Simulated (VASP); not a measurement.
# WC (Fm-3m) in VASP: notebook

The runs below take WC through single point, with PBE.

Everything below comes from runs of VASP 6.6.1. Logs are shortened: lines on timing, memory, paths and dates and some standing lists are left out, and cuts for length are marked.

## 1. The cell of the first run

The structure is cubic, space group Fm-3m (No. 225). Conventional cell: a = 4.414 Å, b = 4.414 Å, c = 4.414 Å, α = 90.00°, β = 90.00°, γ = 90.00°. W (site symmetry m-3m) has 6 C at 2.21 Å within 2.9 Å. C (site symmetry m-3m) has 6 W at 2.21 Å within 2.9 Å.

## 2. Single point, PBE

INCAR

```
SYSTEM = WC
  PREC = Accurate
  ENCUT = 520
  EDIFF = 1E-6
  ISMEAR = -1
  SIGMA = 0.05
  LREAL = .False.
  LASPH = .True.
  NELM = 60
  ALGO = Normal
  ISIF = 2
  LWAVE = .False.
  LCHARG = .True.
  GGA = PE
  LELF = .True.
  LVHAR = .True.
  NBANDS = 16
```

KPOINTS

```
regular mesh
0
Gamma
  10 10 10
  0 0 0
```

POSCAR

```
WC
1.0
    0.0000000000      2.2072055093      2.2072055093
    2.2072055093      0.0000000000      2.2072055093
    2.2072055093      2.2072055093      0.0000000000
W C
1 1
Direct
    0.0000000000      0.0000000000      0.0000000000
    0.5000000000      0.5000000000      0.5000000000
```

Potentials or basis: VASP PAW PBE potentials, release 64 (W_sv, C).

On the command line:

```console
$ cat potpaw_PBE.64/W_sv/POTCAR potpaw_PBE.64/C/POTCAR > POTCAR
$ mpirun -np 1 vasp_std > vasp.out
```

OUTCAR:

```text
SYSTEM = WC
   PREC = Accurate
   ENCUT = 520
   EDIFF = 1E-6
   ISMEAR = -1
   LREAL = .False.
   LASPH = .True.
   NELM = 60
   ISIF = 2
   GGA = PE

 ion  position               nearest neighbor table
   1  0.000  0.000  0.000-   2 2.21   2 2.21   2 2.21   2 2.21   2 2.21   2 2.21
   2  0.500  0.500  0.500-   1 2.21   1 2.21   1 2.21   1 2.21   1 2.21   1 2.21

  LATTYP: Found a face centered cubic cell.
 ALAT       =     4.4144110186

  Lattice vectors:

 A1 = (   0.0000000000,   2.2072055093,   2.2072055093)
 A2 = (   2.2072055093,   0.0000000000,   2.2072055093)
 A3 = (   2.2072055093,   2.2072055093,   0.0000000000)

Analysis of symmetry for initial positions (statically):
=====================================================================
 Subroutine PRICEL returns:
 Original cell was already a primitive cell.

 Routine SETGRP: Setting up the symmetry group for a
 face centered cubic supercell.

 Subroutine GETGRP returns: Found 48 space group operations
 (whereof 48 operations were pure point group operations)
 out of a pool of 48 trial point group operations.

The static configuration has the point symmetry O_h .

Analysis of symmetry for dynamics (positions and initial velocities):
=====================================================================
 Subroutine PRICEL returns:
 Original cell was already a primitive cell.

 Routine SETGRP: Setting up the symmetry group for a
 face centered cubic supercell.

 Subroutine GETGRP returns: Found 48 space group operations
 (whereof 48 operations were pure point group operations)
 out of a pool of 48 trial point group operations.

The dynamic configuration has the point symmetry O_h .

 Subroutine INISYM returns: Found 48 space group operations
 (whereof 48 operations are pure point group operations),
 and found     1 'primitive' translations

----------------------------------------------------------------------------------------

                                     Primitive cell

  volume of cell :      21.5059

  direct lattice vectors                    reciprocal lattice vectors
     0.000000000  2.207205509  2.207205509    -0.226530787  0.226530787  0.226530787
     2.207205509  0.000000000  2.207205509     0.226530787 -0.226530787  0.226530787
     2.207205509  2.207205509  0.000000000     0.226530787  0.226530787 -0.226530787

  length of vectors
     3.121459966  3.121459966  3.121459966     0.392362832  0.392362832  0.392362832

  position of ions in fractional coordinates (direct lattice)
     0.000000000  0.000000000  0.000000000
     0.500000000  0.500000000  0.500000000

  ion indices of the primitive-cell ions
   primitive index   ion index
                 1           1
                 2           2

----------------------------------------------------------------------------------------

 KPOINTS: regular mesh

Automatic generation of k-mesh.
 Grid dimensions read from file:
 generate k-points for:   10   10   10

 Generating k-lattice:

  Cartesian coordinates                     Fractional coordinates (reciprocal lattice)
    -0.022653079  0.022653079  0.022653079     0.100000000  0.000000000  0.000000000
     0.022653079 -0.022653079  0.022653079     0.000000000  0.100000000  0.000000000
     0.022653079  0.022653079 -0.022653079     0.000000000  0.000000000  0.100000000

  Length of vectors
     0.039236283  0.039236283  0.039236283

  Shift w.r.t. Gamma in fractional coordinates (k-lattice)
     0.000000000  0.000000000  0.000000000

 Subroutine IBZKPT returns following result:
 ===========================================

 Found     47 irreducible k-points:

 Following reciprocal coordinates:
            Coordinates               Weight
  0.000000  0.000000  0.000000      1.000000
  0.100000  0.000000  0.000000      8.000000
  0.200000  0.000000  0.000000      8.000000
  0.300000  0.000000  0.000000      8.000000
  0.400000  0.000000  0.000000      8.000000
  0.500000  0.000000  0.000000      4.000000
[... 16 lines left out ...]
  0.300000  0.300000  0.000000      6.000000
  0.400000  0.300000  0.000000     24.000000
 [... further k-points ...]
   k-points           NKPTS =     47   k-points in BZ     NKDIM =     47   number of bands    NBANDS=     16
   number of dos      NEDOS =    301   number of ions     NIONS =      2
   total plane-waves  NPLWV =  13824
   dimension x,y,z NGX =    24 NGY =   24 NGZ =   24
   dimension x,y,z NGXF=    48 NGYF=   48 NGZF=   48
   ions per type =               1   1
   NGX,Y,Z   is equivalent  to a cutoff of  12.78, 12.78, 12.78 a.u.
   NGXF,Y,Z  is equivalent  to a cutoff of  25.56, 25.56, 25.56 a.u.
 SYSTEM =  WC
   PREC   = accura    normal or accurate (medium, high low for compatibility)
   ISTART =      0    job   : 0-new  1-cont  2-samecut
   ICHARG =      2    charge: 1-file 2-atom 10-const
   ISPIN  =      1    spin polarized calculation?
   LNONCOLLINEAR =      F non collinear calculations
   LSORBIT =      F    spin-orbit coupling
   LASPH  =      T    aspherical Exc in radial PAW
   ENCUT  =  520.0 eV  38.22 Ry    6.18 a.u.   5.80  5.80  5.80*2*pi/ulx,y,z
   NELM   =     60;   NELMIN=  2; NELMDL= -5     # of ELM steps
   EDIFF  = 0.1E-05   stopping-criterion for ELM
   LREAL  =      F    real-space projection
   EDIFFG = 0.1E-04   stopping-criterion for IOM
   NSW    =      0    number of steps for IOM
   IBRION =     -1    ionic relax: 0-MD 1-quasi-New 2-CG
   NFREE  =      0    steps in history (QN), initial steepest desc. (CG)
   ISIF   =      2    stress and relaxation
   ISYM   =      2    0-nonsym 1-usesym 2-fastsym
   POTIM  = 0.5000    time-step for ionic-motion
   TEBEG  =    0.0;   TEEND  =   0.0 temperature during run
   PSTRESS=    0.0 pullay stress
   NELECT =      18.0000    total number of electrons
   NUPDOWN=      -1.0000    fix difference up-down
   EMIN   =  10.00;   EMAX   =-10.00  energy-range for DOS
   EFERMI =   0.00;   METHOD = LEGACY
   ISMEAR =    -1;   SIGMA  =   0.05  broadening in eV -4-tet -1-fermi 0-gaus
   EFERMI_NEDOS =   21; number of points for ismear=-14 and -15
   IALGO  =     38    algorithm
   IMIX   =      4    mixing-type and parameters
     AMIX     =   0.40;   BMIX     =  1.00
     AMIX_MAG =   1.60;   BMIX_MAG =  1.00
  volume/ion in A,a.u.               =      10.75        72.56
  Fermi-wavevector in a.u.,A,eV,Ry     =   1.542812  2.915491 32.385507  2.380268
  Thomas-Fermi vector in A             =   2.648563
   LORBIT       =      0    0 simple, 1 ext, 2 COOP (PROOUT), +10 PAW based schemes
   GGA     = PE    functional components
   LHFCALC =     F    Hartree Fock is set to
   AEXX    =    0.0000 exact exchange contribution
   IVDW    =     0    specifies the selected vdW correction
   LEPSILON=     F    determine dielectric tensor
   LRPA    =     F    only Hartree local field effects (RPA)
 non-spin polarized calculation
  energy-cutoff  :      520.00
  volume of cell :       21.51
 maximum number of plane-waves:       589
   NGX = 11   NGY = 11   NGZ = 11

 number of electron      18.0000003 magnetization

 Free energy of the ion-electron system (eV)
  ---------------------------------------------------
  ext. energy  EPLUGINS =         0.00000000
  ---------------------------------------------------
  free energy    TOTEN  =       -21.56132220 eV

  energy without entropy =      -21.55468972  energy(sigma->0) =      -21.55800596

 E-fermi :  12.1474     XC(G=0): -13.6044

 val. band max:       12.0506876948   @ k =   0.3000   0.2000   0.1000
 cond. band min:      12.1990031496   @ k =  -0.3000   0.3000   0.1000
 fundamental gap:      0.1483154547
 Fermi energy:        12.1473899504

 k-point     1 :       0.0000    0.0000    0.0000
  band No.  band energies     occupation
      1     -63.3471      2.00000
      2     -27.3426      2.00000
      3     -27.3426      2.00000
      4     -27.3426      2.00000
      5      -3.5299      2.00000
      6       9.4319      2.00000
[... 8 lines left out ...]
     15      21.8056      0.00000
     16      34.9272      0.00000

 k-point     2 :       0.1000    0.0000    0.0000
  band No.  band energies     occupation
      1     -63.3439      2.00000
      2     -27.3964      2.00000
      3     -27.3484      2.00000
      4     -27.3484      2.00000
      5      -3.2588      2.00000
      6       8.5295      2.00000
[... 8 lines left out ...]
     15      22.4297      0.00000
     16      32.3824      0.00000

 k-point     3 :       0.2000    0.0000    0.0000
  band No.  band energies     occupation
      1     -63.3356      2.00000
      2     -27.5350      2.00000
      3     -27.3637      2.00000
      4     -27.3637      2.00000
      5      -2.4908      2.00000
      6       6.8771      2.00000
[... 8 lines left out ...]
     15      23.7698      0.00000
     16      29.5654      0.00000

 k-point     4 :       0.3000    0.0000    0.0000
  band No.  band energies     occupation
      1     -63.3253      2.00000
      2     -27.7021      2.00000
      3     -27.3825      2.00000
      4     -27.3825      2.00000
      5      -1.3497      2.00000
      6       5.1382      2.00000
[... 8 lines left out ...]
     15      24.4202      0.00000
     16      27.3985      0.00000

 k-point     5 :       0.4000    0.0000    0.0000
  band No.  band energies     occupation
      1     -63.3170      2.00000
      2     -27.8340      2.00000
      3     -27.3976      2.00000
      4     -27.3976      2.00000
      5      -0.0195      2.00000
      6       3.5148      2.00000
[... 8 lines left out ...]
     15      24.8885      0.00000
     16      24.8885      0.00000

 k-point     6 :       0.5000    0.0000    0.0000
  band No.  band energies     occupation
      1     -63.3138      2.00000
      2     -27.8837      2.00000
      3     -27.4033      2.00000
      4     -27.4033      2.00000
      5       0.9293      2.00000
      6       2.4846      2.00000
[... 8 lines left out ...]
     15      23.7704      0.00000
     16      23.7704      0.00000
[... 267 lines left out ...]
 k-point    21 :      -0.3000    0.2000    0.0000
  band No.  band energies     occupation
      1     -63.3138      2.00000
      2     -27.7534      2.00000
      3     -27.5370      2.00000
      4     -27.4039      2.00000
      5      -0.2072      2.00000
      6       3.9324      2.00000
[... 8 lines left out ...]
     15      24.3518      0.00000
     16      24.9073      0.00000

 k-point    22 :      -0.2000    0.2000    0.0000
  band No.  band energies     occupation
      1     -63.3217      2.00000
      2     -27.6725      2.00000
      3     -27.4893      2.00000
      4     -27.3773      2.00000
      5      -1.1133      2.00000
      6       4.9216      2.00000
[... 8 lines left out ...]
     15      24.6745      0.00000
     16      25.2034      0.00000

 k-point    23 :       0.3000    0.3000    0.0000
  band No.  band energies     occupation
      1     -63.3180      2.00000
      2     -27.6701      2.00000
      3     -27.4694      2.00000
      4     -27.4694      2.00000
      5      -1.4478      2.00000
      6       5.0393      2.00000
[... 8 lines left out ...]
     15      24.4243      0.00000
     16      27.4099      0.00000

 k-point    24 :       0.4000    0.3000    0.0000
  band No.  band energies     occupation
      1     -63.3114      2.00000
      2     -27.7404      2.00000
      3     -27.5064      2.00000
      4     -27.4901      2.00000
      5      -1.1258      2.00000
      6       5.1497      2.00000
[... 8 lines left out ...]
     15      23.6655      0.00000
     16      27.2877      0.00000

 [... further k-points ...]
[... 5 lines left out ...]
  --------------------------------------------------------------------------------------
  -------------------------------------------------------------------------------------
  Total       -1.0043226     -1.0043226     -1.0043226     -0.0000000     -0.0000000      0.0000000
  in kB      -74.8213417    -74.8213417    -74.8213417     -0.0000000     -0.0000000      0.0000000
  external PRESSURE =     -74.8213417 kB  Pullay stress =       0.0000000 kB

 VOLUME and BASIS-vectors are now :
 -----------------------------------------------------------------------------
  energy-cutoff  :      520.00
  volume of cell :       21.51
      direct lattice vectors                 reciprocal lattice vectors
     0.000000000  2.207205509  2.207205509    -0.226530787  0.226530787  0.226530787
     2.207205509  0.000000000  2.207205509     0.226530787 -0.226530787  0.226530787
     2.207205509  2.207205509  0.000000000     0.226530787  0.226530787 -0.226530787

 POSITION                                       TOTAL-FORCE (eV/Angst)
 -----------------------------------------------------------------------------------
      0.00000      0.00000      0.00000         0.000000      0.000000      0.000000
      2.20721      2.20721      2.20721         0.000000      0.000000      0.000000
 -----------------------------------------------------------------------------------
    total drift:                                0.000000     -0.000000     -0.000000

  FREE ENERGIE OF THE ION-ELECTRON SYSTEM (eV)
  ---------------------------------------------------
  free  energy   TOTEN  =       -21.5613221982 eV

  energy  without entropy=      -21.5546897228  energy(sigma->0) =      -21.55800596
```

Run time: 9.5 s. Hardware: 1 thread of Intel Xeon 6975P-C (Granite Rapids), shared host; peak memory 0.15 GiB.

What came out:

```
Free energy            : -21.5613 eV
Pressure               : -7.5 GPa
Band gap on the k mesh : zero (band 9 reaches 13.11 eV, above the bottom of band 10 at 10.03 eV)
```

Caveat: spin-orbit coupling is left out, which moves the levels of the heavy elements.

[end of part 1 of 2]
